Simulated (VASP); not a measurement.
# CdRhCl5 (P4/mmm) in VASP: single point with r2SCAN+rVV10

Aim: the single point of CdRhCl5 with r2SCAN+rVV10.

Everything below comes from runs of VASP 6.6.1. Logs are shortened: lines on timing, memory, paths and dates and some standing lists are left out, and cuts for length are marked.

### Step 1. The cell of the first run

It takes space group P4/mmm (No. 123, tetragonal). The conventional cell has a = 4.249 Å, b = 4.249 Å, c = 7.594 Å, α = 90.00°, β = 90.00°, γ = 90.00°. Within 4.0 Å of Cd (site symmetry 4/mmm) lie 12 Cl at 3.00 to 3.17 Å. Rh (site symmetry 4/mmm) has 8 Cl at 2.57 Å within 3.4 Å. Cl (site symmetry 2mm) has 2 Rh at 2.57 Å and 7 Cl at 2.89 to 3.17 Å and 2 Cd at 3.17 Å within 3.4 Å. Within 4.0 Å of Cl (site symmetry 4/mmm) lie 4 Cd at 3.00 Å and 8 Cl at 3.17 Å and 2 Rh at 3.80 Å.

### Step 2. Single point, r2SCAN+rVV10

POSCAR reads:

```
CdRhCl5
1.0
    4.2493821207      0.0000000000      0.0000000000
    0.0000000000      4.2493821207      0.0000000000
    0.0000000000      0.0000000000      7.5935972023
Cd Rh Cl
1 1 5
Direct
    0.5000000000      0.5000000000      0.0000000000
    0.0000000000      0.0000000000      0.5000000000
    0.0000000000      0.5000000000      0.3097952084
    0.0000000000      0.5000000000      0.6902047916
    0.5000000000      0.0000000000      0.3097952084
    0.5000000000      0.0000000000      0.6902047916
    0.0000000000      0.0000000000      0.0000000000
```

INCAR.step1 reads:

```
  PREC = Accurate
  ENCUT = 520
  ISMEAR = -1
  SIGMA = 0.03
  LREAL = F
  LASPH = T
  NELM = 100
  NBANDS = 40
  GGA = PE
  ALGO = Normal
  EDIFF = 1E-4
  LWAVE = T
  LCHARG = F
```

INCAR.step2 reads:

```
  PREC = Accurate
  ENCUT = 520
  EDIFF = 1E-7
  ISMEAR = -1
  SIGMA = 0.03
  LREAL = F
  LASPH = T
  NELM = 100
  ALGO = Normal
  ISIF = 2
  LWAVE = F
  LCHARG = F
  METAGGA = R2SCAN
  LMIXTAU = T
  LUSE_VDW = T
  IVDW_NL = 2
  BPARAM = 11.95
  CPARAM = 0.0093
  NBANDS = 40
  ISTART = 1
```

KPOINTS reads:

```
Automatic mesh
0
Gamma
  6 6 4
```

Potentials or basis: VASP PAW PBE potentials, release 64 (Cd, Rh_pv, Cl).

On the command line:

```bash
$ cat potpaw_PBE.64/Cd/POTCAR potpaw_PBE.64/Rh_pv/POTCAR potpaw_PBE.64/Cl/POTCAR > POTCAR
$ cp INCAR.step1 INCAR
$ mpirun -np 1 vasp_std > vasp.out
$ cp INCAR.step2 INCAR
$ mpirun -np 1 vasp_std > vasp.out
```

OUTCAR:

```text
PREC = Accurate
   ENCUT = 520
   EDIFF = 1E-7
   ISMEAR = -1
   LREAL = F
   LASPH = T
   NELM = 100
   ISIF = 2
   METAGGA = R2SCAN
   IVDW_NL = 2
   BPARAM = 11.95
   ISTART = 1

 ion  position               nearest neighbor table
   1  0.500  0.500  0.000-   7 3.00   7 3.00   7 3.00   7 3.00   3 3.17   5 3.17   6 3.17   4 3.17
                             3 3.17   4 3.17   5 3.17   6 3.17
   2  0.000  0.000  0.500-   3 2.57   4 2.57   5 2.57   6 2.57   3 2.57   4 2.57   5 2.57   6 2.57

   3  0.000  0.500  0.310-   2 2.57   2 2.57   1 3.17   1 3.17
   4  0.000  0.500  0.690-   2 2.57   2 2.57   1 3.17   1 3.17
   5  0.500  0.000  0.310-   2 2.57   2 2.57   1 3.17   1 3.17
   6  0.500  0.000  0.690-   2 2.57   2 2.57   1 3.17   1 3.17
   7  0.000  0.000  0.000-   1 3.00   1 3.00   1 3.00   1 3.00

  LATTYP: Found a simple tetragonal cell.
 ALAT       =     4.2493821207
 C/A-ratio  =     1.7869885519

  Lattice vectors:

 A1 = (   4.2493821207,   0.0000000000,   0.0000000000)
 A2 = (   0.0000000000,   4.2493821207,   0.0000000000)
 A3 = (   0.0000000000,   0.0000000000,   7.5935972023)

Analysis of symmetry for initial positions (statically):
=====================================================================
 Subroutine PRICEL returns:
 Original cell was already a primitive cell.

 Routine SETGRP: Setting up the symmetry group for a
 simple tetragonal supercell.

 Subroutine GETGRP returns: Found 16 space group operations
 (whereof 16 operations were pure point group operations)
 out of a pool of 16 trial point group operations.

The static configuration has the point symmetry D_4h.

Analysis of symmetry for dynamics (positions and initial velocities):
=====================================================================
 Subroutine PRICEL returns:
 Original cell was already a primitive cell.

 Routine SETGRP: Setting up the symmetry group for a
 simple tetragonal supercell.

 Subroutine GETGRP returns: Found 16 space group operations
 (whereof 16 operations were pure point group operations)
 out of a pool of 16 trial point group operations.

The dynamic configuration has the point symmetry D_4h.

 Subroutine INISYM returns: Found 16 space group operations
 (whereof 16 operations are pure point group operations),
 and found     1 'primitive' translations

----------------------------------------------------------------------------------------

                                     Primitive cell

  volume of cell :     137.1195

  direct lattice vectors                    reciprocal lattice vectors
     4.249382121  0.000000000  0.000000000     0.235328330  0.000000000  0.000000000
     0.000000000  4.249382121  0.000000000     0.000000000  0.235328330  0.000000000
     0.000000000  0.000000000  7.593597202     0.000000000  0.000000000  0.131689893

  length of vectors
     4.249382121  4.249382121  7.593597202     0.235328330  0.235328330  0.131689893

  position of ions in fractional coordinates (direct lattice)
     0.500000000  0.500000000  0.000000000
     0.000000000  0.000000000  0.500000000
     0.000000000  0.500000000  0.309795208
     0.000000000  0.500000000  0.690204792
     0.500000000  0.000000000  0.309795208
     0.500000000  0.000000000  0.690204792
     0.000000000  0.000000000  0.000000000

  ion indices of the primitive-cell ions
   primitive index   ion index
                 1           1
                 2           2
                 3           3
                 4           4
                 5           5
                 6           6
                 7           7

----------------------------------------------------------------------------------------

 KPOINTS: Automatic mesh

Automatic generation of k-mesh.
 Grid dimensions read from file:
 generate k-points for:    6    6    4

 Generating k-lattice:

  Cartesian coordinates                     Fractional coordinates (reciprocal lattice)
     0.039221388  0.000000000  0.000000000     0.166666667  0.000000000  0.000000000
     0.000000000  0.039221388  0.000000000     0.000000000  0.166666667  0.000000000
     0.000000000  0.000000000  0.032922473     0.000000000  0.000000000  0.250000000

  Length of vectors
     0.039221388  0.039221388  0.032922473

  Shift w.r.t. Gamma in fractional coordinates (k-lattice)
     0.000000000  0.000000000  0.000000000

 Subroutine IBZKPT returns following result:
 ===========================================

 Found     30 irreducible k-points:

 Following reciprocal coordinates:
            Coordinates               Weight
  0.000000  0.000000  0.000000      1.000000
  0.166667  0.000000  0.000000      4.000000
  0.333333  0.000000  0.000000      4.000000
  0.500000  0.000000  0.000000      2.000000
  0.166667  0.166667  0.000000      4.000000
  0.333333  0.166667  0.000000      8.000000
[... 16 lines left out ...]
  0.333333  0.000000  0.500000      4.000000
  0.500000  0.000000  0.500000      2.000000
 [... further k-points ...]
   k-points           NKPTS =     30   k-points in BZ     NKDIM =     30   number of bands    NBANDS=     40
   number of dos      NEDOS =    301   number of ions     NIONS =      7
   total plane-waves  NPLWV =  57344
   dimension x,y,z NGX =    32 NGY =   32 NGZ =   56
   dimension x,y,z NGXF=    64 NGYF=   64 NGZF=  112
   ions per type =               1   1   5
   NGX,Y,Z   is equivalent  to a cutoff of  12.52, 12.52, 12.26 a.u.
   NGXF,Y,Z  is equivalent  to a cutoff of  25.04, 25.04, 24.52 a.u.
 SYSTEM =  unknown system
   PREC   = accura    normal or accurate (medium, high low for compatibility)
   ISTART =      1    job   : 0-new  1-cont  2-samecut
   ICHARG =      0    charge: 1-file 2-atom 10-const
   ISPIN  =      1    spin polarized calculation?
   LNONCOLLINEAR =      F non collinear calculations
   LSORBIT =      F    spin-orbit coupling
   LASPH  =      T    aspherical Exc in radial PAW
   ENCUT  =  520.0 eV  38.22 Ry    6.18 a.u.   7.90  7.90 14.12*2*pi/ulx,y,z
   NELM   =    100;   NELMIN=  2; NELMDL=  0     # of ELM steps
   EDIFF  = 0.1E-06   stopping-criterion for ELM
   LREAL  =      F    real-space projection
   EDIFFG = 0.1E-05   stopping-criterion for IOM
   NSW    =      0    number of steps for IOM
   IBRION =     -1    ionic relax: 0-MD 1-quasi-New 2-CG
   NFREE  =      0    steps in history (QN), initial steepest desc. (CG)
   ISIF   =      2    stress and relaxation
   ISYM   =      2    0-nonsym 1-usesym 2-fastsym
   POTIM  = 0.5000    time-step for ionic-motion
   TEBEG  =    0.0;   TEEND  =   0.0 temperature during run
   PSTRESS=    0.0 pullay stress
   NELECT =      62.0000    total number of electrons
   NUPDOWN=      -1.0000    fix difference up-down
   EMIN   =  10.00;   EMAX   =-10.00  energy-range for DOS
   EFERMI =   0.00;   METHOD = LEGACY
   ISMEAR =    -1;   SIGMA  =   0.03  broadening in eV -4-tet -1-fermi 0-gaus
   EFERMI_NEDOS =   21; number of points for ismear=-14 and -15
   IALGO  =     38    algorithm
   IMIX   =      4    mixing-type and parameters
     AMIX     =   0.40;   BMIX     =  1.00
     AMIX_MAG =   1.60;   BMIX_MAG =  1.00
  volume/ion in A,a.u.               =      19.59       132.19
  Fermi-wavevector in a.u.,A,eV,Ry     =   1.256529  2.374495 21.481748  1.578864
  Thomas-Fermi vector in A             =   2.390232
   LORBIT       =      0    0 simple, 1 ext, 2 COOP (PROOUT), +10 PAW based schemes
   METAGGA = R2SCAN    functional components
   LHFCALC =     F    Hartree Fock is set to
   AEXX    =    0.0000 exact exchange contribution
   IVDW_NL    =     2    kernel type
   BPARAM     =11.9500
   IVDW    =     0    specifies the selected vdW correction
   LEPSILON=     F    determine dielectric tensor
   LRPA    =     F    only Hartree local field effects (RPA)
 non-spin polarized calculation
  energy-cutoff  :      520.00
  volume of cell :      137.12
 maximum number of plane-waves:      3712
 NGX is ok and might be reduce to    32
   NGX = 15   NGY = 15   NGZ = 29

 number of electron      61.9999985 magnetization

 Free energy of the ion-electron system (eV)
  ---------------------------------------------------
  ext. energy  EPLUGINS =         0.00000000
  ---------------------------------------------------
  free energy    TOTEN  =       -75.18870971 eV

  energy without entropy =      -75.16936371  energy(sigma->0) =      -75.17903671

 E-fermi :   4.2259     XC(G=0): -10.8684

 val. band max:        4.2216707799   @ k =   0.0000   0.0000   0.0000
 cond. band min:       4.2364127123   @ k =   0.5000   0.3333   0.5000
 fundamental gap:      0.0147419324
 Fermi energy:         4.2259151434

 k-point     1 :       0.0000    0.0000    0.0000
  band No.  band energies     occupation
      1     -44.0730      2.00000
      2     -44.0730      2.00000
      3     -43.9401      2.00000
      4     -13.1375      2.00000
      5     -12.2759      2.00000
      6     -11.3211      2.00000
[... 32 lines left out ...]
     39      11.3889      0.00000
     40      11.9182      0.00000

 k-point     2 :       0.1667    0.0000    0.0000
  band No.  band energies     occupation
      1     -44.0736      2.00000
      2     -44.0730      2.00000
      3     -43.9400      2.00000
      4     -13.0194      2.00000
      5     -12.1879      2.00000
      6     -11.4258      2.00000
[... 32 lines left out ...]
     39      11.7259      0.00000
     40      11.9583      0.00000

 k-point     3 :       0.3333    0.0000    0.0000
  band No.  band energies     occupation
      1     -44.0748      2.00000
      2     -44.0729      2.00000
      3     -43.9398      2.00000
      4     -12.6967      2.00000
      5     -11.9361      2.00000
      6     -11.7433      2.00000
[... 32 lines left out ...]
     39      12.2303      0.00000
     40      13.0098      0.00000

 k-point     4 :       0.5000    0.0000    0.0000
  band No.  band energies     occupation
      1     -44.0753      2.00000
      2     -44.0729      2.00000
      3     -43.9397      2.00000
      4     -12.3542      2.00000
      5     -12.0848      2.00000
      6     -11.5952      2.00000
[... 32 lines left out ...]
     39      12.2289      0.00000
     40      13.8493      0.00000
[... 772 lines left out ...]
     39      11.4486      0.00000
     40      11.7971      0.00000

 k-point    23 :       0.3333    0.0000    0.5000
  band No.  band energies     occupation
      1     -44.0748      2.00000
      2     -44.0729      2.00000
      3     -43.9398      2.00000
      4     -12.5681      2.00000
      5     -12.1911      2.00000
      6     -11.7051      2.00000
[... 32 lines left out ...]
     39      12.3084      0.00000
     40      12.3823      0.00000

 k-point    24 :       0.5000    0.0000    0.5000
  band No.  band energies     occupation
      1     -44.0753      2.00000
      2     -44.0729      2.00000
      3     -43.9397      2.00000
      4     -12.2092      2.00000
      5     -12.0600      2.00000
      6     -11.8822      2.00000
[... 32 lines left out ...]
     39      12.3718      0.00000
     40      12.8358      0.00000

 [... further k-points ...]
[... 5 lines left out ...]
  --------------------------------------------------------------------------------------
  -------------------------------------------------------------------------------------
  Total        0.0611860      0.0611860      0.0925559      0.0000000      0.0000000      0.0000000
  in kB        0.7149304      0.7149304      1.0814727      0.0000000      0.0000000      0.0000000
  external PRESSURE =       0.8371112 kB  Pullay stress =       0.0000000 kB

 VOLUME and BASIS-vectors are now :
 -----------------------------------------------------------------------------
  energy-cutoff  :      520.00
  volume of cell :      137.12
      direct lattice vectors                 reciprocal lattice vectors
     4.249382121  0.000000000  0.000000000     0.235328330  0.000000000  0.000000000
     0.000000000  4.249382121  0.000000000     0.000000000  0.235328330  0.000000000
     0.000000000  0.000000000  7.593597202     0.000000000  0.000000000  0.131689893

 POSITION                                       TOTAL-FORCE (eV/Angst)
 -----------------------------------------------------------------------------------
      2.12469      2.12469      0.00000        -0.000000      0.000000     -0.000000
      0.00000      0.00000      3.79680        -0.000000      0.000000     -0.000000
      0.00000      2.12469      2.35246         0.000000     -0.000000      0.005239
      0.00000      2.12469      5.24114         0.000000      0.000000     -0.005239
      2.12469      0.00000      2.35246         0.000000     -0.000000      0.005239
      2.12469      0.00000      5.24114        -0.000000      0.000000     -0.005239
      0.00000      0.00000      0.00000        -0.000000      0.000000     -0.000000
 -----------------------------------------------------------------------------------
    total drift:                                0.000000     -0.000000     -0.000000

  FREE ENERGIE OF THE ION-ELECTRON SYSTEM (eV)
  ---------------------------------------------------
  free  energy   TOTEN  =       -75.1887097101 eV

  energy  without entropy=      -75.1693637087  energy(sigma->0) =      -75.17903671
```

Wall time 13 min (1 thread of Oxide Virtual Turin-like, shared host); peak memory 0.51 GiB.

What came out:

```
Free energy            : -75.1887 eV
Pressure               : 0.1 GPa
Largest force          : 0.005 eV/Å
Band gap on the k mesh : zero (band 31 reaches 4.33 eV, above the bottom of band 32 at 3.77 eV)
```

Forces on the atoms (eV/Å):
```
Cd   0.000  0.000  0.000
Rh   0.000  0.000  0.000
Cl   0.000  0.000  0.005
Cl   0.000  0.000 -0.005
Cl   0.000  0.000  0.005
Cl   0.000  0.000 -0.005
Cl   0.000  0.000  0.000
```

Levels at points of the mesh, in eV from the Fermi level:
```csv
k point,band 28,band 29,band 30,band 31,band 32,band 33,band 34,band 35
"(0.00, 0.00, 0.00)",-1.81,-1.77,-1.49,0.00,0.02,0.56,0.56,5.15
"(0.50, 0.00, 0.00)",-2.23,-1.44,-1.17,-0.40,-0.14,0.43,1.87,4.47
"(0.50, 0.50, 0.00)",-1.32,-0.94,-0.64,-0.46,-0.46,0.09,0.75,5.81
"(0.00, 0.00, 0.50)",-1.89,-1.78,-1.78,0.05,0.61,0.71,0.71,4.96
"(0.50, 0.00, 0.50)",-2.31,-2.04,-1.36,-0.09,0.30,0.62,2.09,4.93
"(0.50, 0.50, 0.50)",-1.33,-0.95,-0.63,-0.15,-0.15,-0.07,0.76,5.15
```

Caveat: the PAW data sets were made with another functional, which shifts forces and pressure a little.
